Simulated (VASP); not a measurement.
# CsMgBiO3 (R3m) in VASP: a series of runs, part 2 of 3

VASP 6.6.1. Earlier steps stand in the parts before.

## (4) Single point, PBE+D4

This run uses another cell than the first one, of 23.12 Å³/atom.

Contents of INCAR:

```
PREC = Accurate
ENCUT = 600
EDIFF = 1E-6
ISMEAR = -1
SIGMA = 0.01
LREAL = F
LASPH = T
NELM = 120
ALGO = Normal
ISIF = 2
LWAVE = F
LCHARG = T
GGA = PE
IVDW = 13
LELF = T
LVHAR = T
NBANDS = 31
GGA_COMPAT = F
```

Contents of KPOINTS:

```
Automatic mesh
0
Gamma
  4 4 4
```

Contents of POSCAR:

```
CsMgBiO3
1.0
    3.2070133348      1.8515700121      3.8938693345
   -3.2070133348      1.8515700121      3.8938693345
    0.0000000000     -3.7031400243      3.8938693345
Cs Mg Bi O
1 1 1 3
Direct
    0.9054137729      0.9054137729      0.9054137729
    0.3089325783      0.3089325783      0.3089325783
    0.5684074979      0.5684074979      0.5684074979
    0.4930513976      0.9809378459      0.4930513976
    0.4930513976      0.4930513976      0.9809378459
    0.9809378459      0.4930513976      0.4930513976
```

Potentials or basis: VASP PAW PBE potentials, release 64 (Cs_sv, Mg, Bi_d, O).

Started as:

```bash
cat potpaw_PBE.64/Cs_sv/POTCAR potpaw_PBE.64/Mg/POTCAR potpaw_PBE.64/Bi_d/POTCAR potpaw_PBE.64/O/POTCAR > POTCAR
mpirun -np 1 vasp_std > vasp.out
```

OUTCAR:

```text
PREC = Accurate
   ENCUT = 600
   EDIFF = 1E-6
   ISMEAR = -1
   LREAL = F
   LASPH = T
   NELM = 120
   ISIF = 2
   GGA = PE
   IVDW = 13

 ion  position               nearest neighbor table
   1  0.905  0.905  0.905-
   2  0.309  0.309  0.309-   5 1.90   4 1.90   6 1.90   3 3.03
   3  0.568  0.568  0.568-   4 2.07   6 2.07   5 2.07   2 3.03
   4  0.493  0.981  0.493-   2 1.90   3 2.07
   5  0.493  0.493  0.981-   2 1.90   3 2.07
   6  0.981  0.493  0.493-   2 1.90   3 2.07

  LATTYP: Found a trigonal (rhomboedric) cell.
 ALAT       =     5.3735895297
 COS(alpha) =     0.2876350402

  Lattice vectors:

 A1 = (   3.2070133348,   1.8515700121,   3.8938693345)
 A2 = (  -3.2070133348,   1.8515700121,   3.8938693345)
 A3 = (   0.0000000000,  -3.7031400243,   3.8938693345)

Analysis of symmetry for initial positions (statically):
=====================================================================
 Subroutine PRICEL returns:
 Original cell was already a primitive cell.

 Routine SETGRP: Setting up the symmetry group for a
 trigonal (rhombohedral) supercell.

 Subroutine GETGRP returns: Found  6 space group operations
 (whereof  6 operations were pure point group operations)
 out of a pool of 12 trial point group operations.

The static configuration has the point symmetry C_3v.

Analysis of symmetry for dynamics (positions and initial velocities):
=====================================================================
 Subroutine PRICEL returns:
 Original cell was already a primitive cell.

 Routine SETGRP: Setting up the symmetry group for a
 trigonal (rhombohedral) supercell.

 Subroutine GETGRP returns: Found  6 space group operations
 (whereof  6 operations were pure point group operations)
 out of a pool of 12 trial point group operations.

[... 113 lines left out ...]
   IALGO  =     38    algorithm
   IMIX   =      4    mixing-type and parameters
     AMIX     =   0.40;   BMIX     =  1.00
     AMIX_MAG =   1.60;   BMIX_MAG =  1.00
  volume/ion in A,a.u.               =      23.12       156.03
  Fermi-wavevector in a.u.,A,eV,Ry     =   1.116438  2.109762 16.958757  1.246433
  Thomas-Fermi vector in A             =   2.253052
   LORBIT       =      0    0 simple, 1 ext, 2 COOP (PROOUT), +10 PAW based schemes
   GGA     = PE    functional components
   LHFCALC =     F    Hartree Fock is set to
   AEXX    =    0.0000 exact exchange contribution
   IVDW    =    13    specifies the selected vdW correction
   LEPSILON=     F    determine dielectric tensor
   LRPA    =     F    only Hartree local field effects (RPA)
 non-spin polarized calculation
  energy-cutoff  :      600.00
  volume of cell :      138.73
 maximum number of plane-waves:      4658
 NGX is ok and might be reduce to    48
   NGX = 21   NGY = 21   NGZ = 21

 number of electron      44.0000003 magnetization

 Free energy of the ion-electron system (eV)
  ---------------------------------------------------
  ext. energy  EPLUGINS =         0.00000000
  ---------------------------------------------------
  free energy    TOTEN  =       -30.59063485 eV

  energy without entropy =      -30.59063485  energy(sigma->0) =      -30.59063485

 E-fermi :   1.8872     XC(G=0):  -8.3333

 val. band max:        1.6077110672   @ k =   0.5000   0.5000   0.5000
 cond. band min:       4.3944615079   @ k =   0.5000   0.5000   0.5000
 fundamental gap:      2.7867504407
 Fermi energy:         1.8871568969

 k-point     1 :       0.0000    0.0000    0.0000
  band No.  band energies     occupation
      1     -20.6057      2.00000
      2     -20.6057      2.00000
      3     -20.3588      2.00000
      4     -20.3133      2.00000
      5     -20.3133      2.00000
      6     -18.9741      2.00000
[... 431 lines left out ...]
     30       9.8492      0.00000
     31       9.8492      0.00000

------------------------ aborting loop because EDIFF is reached ----------------------------------------

  DFT-D4 for vdW energy calculation

  Edisp (eV):   -0.94452

  FORCE on cell =-STRESS in cart. coord.  units (eV):
  Direction    XX          YY          ZZ          XY          YZ          ZX
  --------------------------------------------------------------------------------------
  -------------------------------------------------------------------------------------
  Total       0.01205     0.01205    -0.02262     0.00000     0.00000    -0.00000
  in kB       0.13912     0.13912    -0.26129     0.00000     0.00000    -0.00000
  external pressure =        0.01 kB  Pullay stress =        0.00 kB

 VOLUME and BASIS-vectors are now :
 -----------------------------------------------------------------------------
  energy-cutoff  :      600.00
  volume of cell :      138.73
      direct lattice vectors                 reciprocal lattice vectors
     3.207013335  1.851570012  3.893869335     0.155908301  0.090013699  0.085604653
    -3.207013335  1.851570012  3.893869335    -0.155908301  0.090013699  0.085604653
     0.000000000 -3.703140024  3.893869335     0.000000000 -0.180027399  0.085604653

 POSITION                                       TOTAL-FORCE (eV/Angst)
 -----------------------------------------------------------------------------------
      0.00000     -0.00000     10.57669         0.000000     -0.000000      0.001591
      0.00000     -0.00000      3.60883         0.000000     -0.000000      0.018897
      0.00000     -0.00000      6.63991         0.000000      0.000000     -0.087670
     -1.56466      0.90336      7.65940        -0.043329      0.025016      0.022394
      0.00000     -1.80671      7.65940         0.000000     -0.050032      0.022394
      1.56466      0.90336      7.65940         0.043329      0.025016      0.022394
 -----------------------------------------------------------------------------------
    total drift:                                0.000000      0.000000     -0.000071

  FREE ENERGIE OF THE ION-ELECTRON SYSTEM (eV)
  ---------------------------------------------------
  free  energy   TOTEN  =       -31.5351563104 eV

  energy  without entropy=      -31.5351563104  energy(sigma->0) =      -31.53515631
```

stdout:

```text
POSCAR found type information on POSCAR CsMgBiO
 POSCAR found :  4 types and       6 ions
 scaLAPACK will be used
 LDA part: xc-table for (Slater+PW92), standard interpolation
 POSCAR, INCAR and KPOINTS ok, starting setup
 FFT: planning ... GRIDC
 FFT: planning ... GRID_SOFT
 FFT: planning ... GRID
 WAVECAR not read
 entering main loop
```

It took 75 s on 1 thread of Intel Xeon Platinum 8488C (Sapphire Rapids), shared host; peak memory 0.36 GiB.

What came out:

| Property | Result |
| --- | --- |
| Free energy | -31.5352 eV |
| Pressure | 0.0 GPa |
| Largest force | 0.088 eV/Å |
| Band gap on the k mesh | 2.79 eV |
| Dispersion energy per atom | -0.157 eV |

Forces on the atoms (eV/Å):
```
Cs   0.000  0.000  0.002
Mg   0.000  0.000  0.019
Bi   0.000  0.000 -0.088
O   -0.043  0.025  0.022
O    0.000 -0.050  0.022
O    0.043  0.025  0.022
```

Caveat: spin-orbit coupling is left out, which moves the levels of the heavy elements. A k mesh can miss the band edges.

(Part 2 of 3 ends here.)
